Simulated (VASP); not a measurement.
# Sc (Pm-3m) in VASP: a series of runs

Sc is run at these levels: PBE; tasks: single point.

Program: VASP 6.6.1. These are calculated values, not measurements. Logs are shortened: lines on timing, memory, paths and dates and some standing lists are left out, and cuts for length are marked.

**1. The cell of the first run**

Symmetry: Pm-3m, No. 221, cubic system. Conventional cell: a = 2.967 Å, b = 2.967 Å, c = 2.967 Å, α = 90.00°, β = 90.00°, γ = 90.00°. Sc (site symmetry m-3m) has 6 Sc at 2.97 Å within 3.9 Å.

This isn't the form of Sc at room conditions, which is hcp.

**2. Single point, PBE**

File INCAR:

```
SYSTEM = Sc
ALGO = Normal ; EDIFF = 1E-6
ENCUT = 520 ; GGA = PE
ISIF = 2 ; ISMEAR = -1
LASPH = .True. ; LCHARG = .True.
LELF = .True. ; LREAL = .False.
LVHAR = .True. ; LWAVE = .False.
NBANDS = 12 ; NELM = 80
PREC = Accurate ; SIGMA = 0.06122561905347299
```

File KPOINTS:

```
k-points
0
Gamma
  37 37 37
  0 0 0
```

File POSCAR:

```
Sc
1.0
    2.9669994296      0.0000000000      0.0000000000
    0.0000000000      2.9669994296      0.0000000000
    0.0000000000      0.0000000000      2.9669994296
Sc
1
Direct
    0.0000000000      0.0000000000      0.0000000000
```

Potentials or basis: VASP PAW PBE potentials, release 64 (Sc_sv).

The run is started by

```
> cat potpaw_PBE.64/Sc_sv/POTCAR > POTCAR
> mpirun -np 1 vasp_std > vasp.out
```

OUTCAR:

```text
SYSTEM = Sc
   EDIFF = 1E-6
   ENCUT = 520
   GGA = PE
   ISIF = 2
   ISMEAR = -1
   LASPH = .True.
   LREAL = .False.
   NELM = 80
   PREC = Accurate

 ion  position               nearest neighbor table
   1  0.000  0.000  0.000-

  LATTYP: Found a simple cubic cell.
 ALAT       =     2.9669994296

  Lattice vectors:

 A1 = (   2.9669994296,   0.0000000000,   0.0000000000)
 A2 = (   0.0000000000,   2.9669994296,   0.0000000000)
 A3 = (   0.0000000000,   0.0000000000,   2.9669994296)

Analysis of symmetry for initial positions (statically):
=====================================================================
 Subroutine PRICEL returns:
 Original cell was already a primitive cell.

 Routine SETGRP: Setting up the symmetry group for a
 simple cubic supercell.

 Subroutine GETGRP returns: Found 48 space group operations
 (whereof 48 operations were pure point group operations)
 out of a pool of 48 trial point group operations.

The static configuration has the point symmetry O_h .

Analysis of symmetry for dynamics (positions and initial velocities):
=====================================================================
 Subroutine PRICEL returns:
 Original cell was already a primitive cell.

 Routine SETGRP: Setting up the symmetry group for a
 simple cubic supercell.

 Subroutine GETGRP returns: Found 48 space group operations
 (whereof 48 operations were pure point group operations)
 out of a pool of 48 trial point group operations.

The dynamic configuration has the point symmetry O_h .

 Subroutine INISYM returns: Found 48 space group operations
 (whereof 48 operations are pure point group operations),
 and found     1 'primitive' translations

----------------------------------------------------------------------------------------

                                     Primitive cell

  volume of cell :      26.1187

  direct lattice vectors                    reciprocal lattice vectors
     2.966999430  0.000000000  0.000000000     0.337040847  0.000000000  0.000000000
     0.000000000  2.966999430  0.000000000     0.000000000  0.337040847  0.000000000
     0.000000000  0.000000000  2.966999430     0.000000000  0.000000000  0.337040847

  length of vectors
     2.966999430  2.966999430  2.966999430     0.337040847  0.337040847  0.337040847

  position of ions in fractional coordinates (direct lattice)
     0.000000000  0.000000000  0.000000000

  ion indices of the primitive-cell ions
   primitive index   ion index
                 1           1

----------------------------------------------------------------------------------------

 KPOINTS: k-points

Automatic generation of k-mesh.
 Grid dimensions read from file:
 generate k-points for:   37   37   37

 Generating k-lattice:

  Cartesian coordinates                     Fractional coordinates (reciprocal lattice)
     0.009109212  0.000000000  0.000000000     0.027027027  0.000000000  0.000000000
     0.000000000  0.009109212  0.000000000     0.000000000  0.027027027  0.000000000
     0.000000000  0.000000000  0.009109212     0.000000000  0.000000000  0.027027027

  Length of vectors
     0.009109212  0.009109212  0.009109212

  Shift w.r.t. Gamma in fractional coordinates (k-lattice)
     0.000000000  0.000000000  0.000000000

 Subroutine IBZKPT returns following result:
 ===========================================

 Found   1330 irreducible k-points:

 Following reciprocal coordinates:
            Coordinates               Weight
  0.000000  0.000000  0.000000      1.000000
  0.027027  0.000000  0.000000      6.000000
  0.054054  0.000000  0.000000      6.000000
  0.081081  0.000000  0.000000      6.000000
  0.108108  0.000000  0.000000      6.000000
  0.135135  0.000000  0.000000      6.000000
[... 16 lines left out ...]
  0.108108  0.027027  0.000000     24.000000
  0.135135  0.027027  0.000000     24.000000
 [... further k-points ...]
   k-points           NKPTS =   1330   k-points in BZ     NKDIM =   1330   number of bands    NBANDS=     12
   number of dos      NEDOS =    301   number of ions     NIONS =      1
   total plane-waves  NPLWV =  13824
   dimension x,y,z NGX =    24 NGY =   24 NGZ =   24
   dimension x,y,z NGXF=    48 NGYF=   48 NGZF=   48
   ions per type =               1
   NGX,Y,Z   is equivalent  to a cutoff of  13.45, 13.45, 13.45 a.u.
   NGXF,Y,Z  is equivalent  to a cutoff of  26.90, 26.90, 26.90 a.u.
 SYSTEM =  Sc
   PREC   = accura    normal or accurate (medium, high low for compatibility)
   ISTART =      0    job   : 0-new  1-cont  2-samecut
   ICHARG =      2    charge: 1-file 2-atom 10-const
   ISPIN  =      1    spin polarized calculation?
   LNONCOLLINEAR =      F non collinear calculations
   LSORBIT =      F    spin-orbit coupling
   LASPH  =      T    aspherical Exc in radial PAW
   ENCUT  =  520.0 eV  38.22 Ry    6.18 a.u.   5.52  5.52  5.52*2*pi/ulx,y,z
   NELM   =     80;   NELMIN=  2; NELMDL= -5     # of ELM steps
   EDIFF  = 0.1E-05   stopping-criterion for ELM
   LREAL  =      F    real-space projection
   EDIFFG = 0.1E-04   stopping-criterion for IOM
   NSW    =      0    number of steps for IOM
   IBRION =     -1    ionic relax: 0-MD 1-quasi-New 2-CG
   NFREE  =      0    steps in history (QN), initial steepest desc. (CG)
   ISIF   =      2    stress and relaxation
   ISYM   =      2    0-nonsym 1-usesym 2-fastsym
   POTIM  = 0.5000    time-step for ionic-motion
   TEBEG  =    0.0;   TEEND  =   0.0 temperature during run
   PSTRESS=    0.0 pullay stress
   NELECT =      11.0000    total number of electrons
   NUPDOWN=      -1.0000    fix difference up-down
   EMIN   =  10.00;   EMAX   =-10.00  energy-range for DOS
   EFERMI =   0.00;   METHOD = LEGACY
   ISMEAR =    -1;   SIGMA  =   0.06  broadening in eV -4-tet -1-fermi 0-gaus
   EFERMI_NEDOS =   21; number of points for ismear=-14 and -15
   IALGO  =     38    algorithm
   IMIX   =      4    mixing-type and parameters
     AMIX     =   0.40;   BMIX     =  1.00
     AMIX_MAG =   1.60;   BMIX_MAG =  1.00
  volume/ion in A,a.u.               =      26.12       176.26
  Fermi-wavevector in a.u.,A,eV,Ry     =   1.227123  2.318927 20.488088  1.505832
  Thomas-Fermi vector in A             =   2.362099
   LORBIT       =      0    0 simple, 1 ext, 2 COOP (PROOUT), +10 PAW based schemes
   GGA     = PE    functional components
   LHFCALC =     F    Hartree Fock is set to
   AEXX    =    0.0000 exact exchange contribution
   IVDW    =     0    specifies the selected vdW correction
   LEPSILON=     F    determine dielectric tensor
   LRPA    =     F    only Hartree local field effects (RPA)
 non-spin polarized calculation
  energy-cutoff  :      520.00
  volume of cell :       26.12
 maximum number of plane-waves:       739
 NGX is ok and might be reduce to    24
   NGX = 11   NGY = 11   NGZ = 11

 number of electron      10.9999998 magnetization

 Free energy of the ion-electron system (eV)
  ---------------------------------------------------
  ext. energy  EPLUGINS =         0.00000000
  ---------------------------------------------------
  free energy    TOTEN  =        -5.50100980 eV

  energy without entropy =       -5.46411418  energy(sigma->0) =       -5.48256199

 E-fermi :   3.4678     XC(G=0):  -9.5828

 val. band max:        3.4678042977   @ k =   0.1892   0.1081   0.0270
 cond. band min:       3.4679862644   @ k =   0.2703   0.2703   0.0000
 fundamental gap:      0.0001819667
 Fermi energy:         3.4678060926

 k-point     1 :       0.0000    0.0000    0.0000
  band No.  band energies     occupation
      1     -46.2274      2.00000
      2     -24.6014      2.00000
      3     -24.6014      2.00000
      4     -24.6014      2.00000
      5      -1.5422      2.00000
      6       2.9739      1.99937
      7       2.9739      1.99937
      8       7.2137      0.00000
      9       7.2137      0.00000
     10       7.2137      0.00000
     11      15.6426      0.00000
     12      15.6426      0.00000

 k-point     2 :       0.0270    0.0000    0.0000
  band No.  band energies     occupation
      1     -46.2269      2.00000
      2     -24.6052      2.00000
      3     -24.6011      2.00000
      4     -24.6011      2.00000
      5      -1.5273      2.00000
      6       2.9779      1.99933
      7       2.9831      1.99927
      8       7.1999      0.00000
      9       7.1999      0.00000
     10       7.2147      0.00000
     11      15.5084      0.00000
     12      15.6682      0.00000

 k-point     3 :       0.0541    0.0000    0.0000
  band No.  band energies     occupation
      1     -46.2256      2.00000
      2     -24.6166      2.00000
      3     -24.6001      2.00000
      4     -24.6001      2.00000
      5      -1.4826      2.00000
      6       2.9895      1.99919
      7       3.0104      1.99886
      8       7.1590      0.00000
      9       7.1590      0.00000
     10       7.2177      0.00000
     11      15.1514      0.00000
     12      15.7440      0.00000
[... 286 lines left out ...]
 k-point    23 :       0.1081    0.0270    0.0000
  band No.  band energies     occupation
      1     -46.2200      2.00000
      2     -24.6600      2.00000
      3     -24.6002      2.00000
      4     -24.5960      2.00000
      5      -1.2920      2.00000
      6       3.0427      1.99807
      7       3.1194      1.99327
      8       6.9906      0.00000
      9       7.0066      0.00000
     10       7.2162      0.00000
     11      14.1339      0.00000
     12      15.8887      0.00000

 k-point    24 :       0.1351    0.0270    0.0000
  band No.  band energies     occupation
      1     -46.2164      2.00000
      2     -24.6910      2.00000
      3     -24.5975      2.00000
      4     -24.5934      2.00000
      5      -1.1629      2.00000
      6       3.0755      1.99671
      7       3.1910      1.97847
      8       6.8854      0.00000
      9       6.9023      0.00000
     10       7.2243      0.00000
     11      13.5614      0.00000
     12      16.0896      0.00000

 [... further k-points ...]
[... 5 lines left out ...]
  --------------------------------------------------------------------------------------
  -------------------------------------------------------------------------------------
  Total        0.0076302      0.0076302      0.0076302     -0.0000000     -0.0000000      0.0000000
  in kB        0.4680510      0.4680510      0.4680510     -0.0000000     -0.0000000      0.0000000
  external PRESSURE =       0.4680510 kB  Pullay stress =       0.0000000 kB

 VOLUME and BASIS-vectors are now :
 -----------------------------------------------------------------------------
  energy-cutoff  :      520.00
  volume of cell :       26.12
      direct lattice vectors                 reciprocal lattice vectors
     2.966999430  0.000000000  0.000000000     0.337040847  0.000000000  0.000000000
     0.000000000  2.966999430  0.000000000     0.000000000  0.337040847  0.000000000
     0.000000000  0.000000000  2.966999430     0.000000000  0.000000000  0.337040847

 POSITION                                       TOTAL-FORCE (eV/Angst)
 -----------------------------------------------------------------------------------
      0.00000      0.00000      0.00000         0.000000      0.000000      0.000000
 -----------------------------------------------------------------------------------
    total drift:                                0.000000     -0.000000     -0.000000

  FREE ENERGIE OF THE ION-ELECTRON SYSTEM (eV)
  ---------------------------------------------------
  free  energy   TOTEN  =        -5.5010097967 eV

  energy  without entropy=       -5.4641141821  energy(sigma->0) =       -5.48256199
```

Wall time 2.4 min (1 thread of AMD EPYC 9R45 (Zen 5), shared host); peak memory 0.45 GiB.

Results:

- Free energy: -5.5010 eV
- Pressure: 0.0 GPa
- Band gap on the k mesh: zero (an odd number of electrons rules out a gap without spin polarisation)

Levels at points of the mesh, in eV from the Fermi level:
```csv
k point,band 1,band 2,band 3,band 4,band 5,band 6,band 7,band 8,band 9,band 10
"(0.00, 0.00, 0.00)",-49.70,-28.07,-28.07,-28.07,-5.01,-0.49,-0.49,3.75,3.75,3.75
```

**3. Single point, PBE**

This run uses another cell than the first one, of 26.64 Å³/atom.

File INCAR:

```
PREC = Accurate
ENCUT = 520
EDIFF = 1E-7
ISMEAR = -1
SIGMA = 0.06122561905347299
LREAL = False
LASPH = True
NELM = 60
ALGO = Normal
ISIF = 2
LWAVE = False
LCHARG = False
GGA = PE
NBANDS = 12
```

File KPOINTS:

```
regular mesh
0
Gamma
  37 37 37
```

File POSCAR:

```
Sc
1.0
    2.9866490051      0.0000000000      0.0000000000
    0.0000000000      2.9866490051      0.0000000000
    0.0000000000      0.0000000000      2.9866490051
Sc
1
Direct
    0.0000000000      0.0000000000      0.0000000000
```

Potentials or basis: VASP PAW PBE potentials, release 64 (Sc_sv).

The run is started by

```
> cat potpaw_PBE.64/Sc_sv/POTCAR > POTCAR
> mpirun -np 1 vasp_std > vasp.out
```

Run time: 2.6 min. Hardware: 1 thread of AMD EPYC 9R45 (Zen 5), shared host; peak memory 0.45 GiB.

The run converged. Its results:

```yaml
Free_energy: -5.5003 eV
Pressure: -0.6 GPa
Band_gap_on_the_k_mesh: zero (an odd number of electrons rules out a gap without spin polarisation)
```

Levels at points of the mesh, in eV from the Fermi level:
```csv
k point,band 1,band 2,band 3,band 4,band 5,band 6,band 7,band 8,band 9,band 10
"(0.00, 0.00, 0.00)",-49.73,-28.12,-28.12,-28.12,-4.97,-0.47,-0.47,3.67,3.67,3.67
```

**4. Single point, PBE**

This run uses another cell than the first one, of 27.16 Å³/atom.

File INCAR:

```
SYSTEM = Sc
PREC = Accurate
ENCUT = 520
EDIFF = 1E-6
ISMEAR = -1
SIGMA = 0.06122561905347299
LREAL = .False.
LASPH = .True.
NELM = 100
ALGO = Normal
ISIF = 2
LWAVE = .False.
LCHARG = .True.
GGA = PE
LELF = .True.
LVHAR = .True.
NBANDS = 12
```

File KPOINTS:

```
Automatic mesh
0
Gamma
  37 37 37
  0 0 0
```

File POSCAR:

```
Sc
1.0
    3.0060433733      0.0000000000      0.0000000000
    0.0000000000      3.0060433733      0.0000000000
    0.0000000000      0.0000000000      3.0060433733
Sc
1
Direct
    0.0000000000      0.0000000000      0.0000000000
```

The run is started by

```
> cat potpaw_PBE.64/Sc_sv/POTCAR > POTCAR
> mpirun -np 1 vasp_std > vasp.out
```

It took 2.6 min on 1 thread of AMD EPYC 9R45 (Zen 5), shared host; peak memory 0.45 GiB.

The run converged. Its results:

- Free energy: -5.4974 eV
- Pressure: -1.3 GPa
- Band gap on the k mesh: zero (an odd number of electrons rules out a gap without spin polarisation)

Levels at points of the mesh, in eV from the Fermi level:
```tsv
k point	band 2	band 3	band 4	band 5	band 6	band 7	band 8	band 9
(0.00, 0.00, 0.00)	-28.17	-28.17	-28.17	-4.93	-0.46	-0.46	3.59	3.59
```

**5. Summary**

| cell | gap on the mesh (eV) | pressure (GPa) |
| --- | --- | --- |
| a = 2.967 Å, 1 atom | none | 0.0 |
| a = 2.987 Å, 1 atom | none | -0.6 |
| a = 3.006 Å, 1 atom | none | -1.3 |

Alike in all rows: task single point; level PBE; potentials or basis VASP PAW PBE potentials, release 64 (Sc_sv); no spin polarisation; k mesh 37 × 37 × 37; cutoff (eV) 520; smearing fermi-dirac 0.0612256 eV.

Total energies depend on the potentials used, so only differences within one code and one set of settings carry meaning.
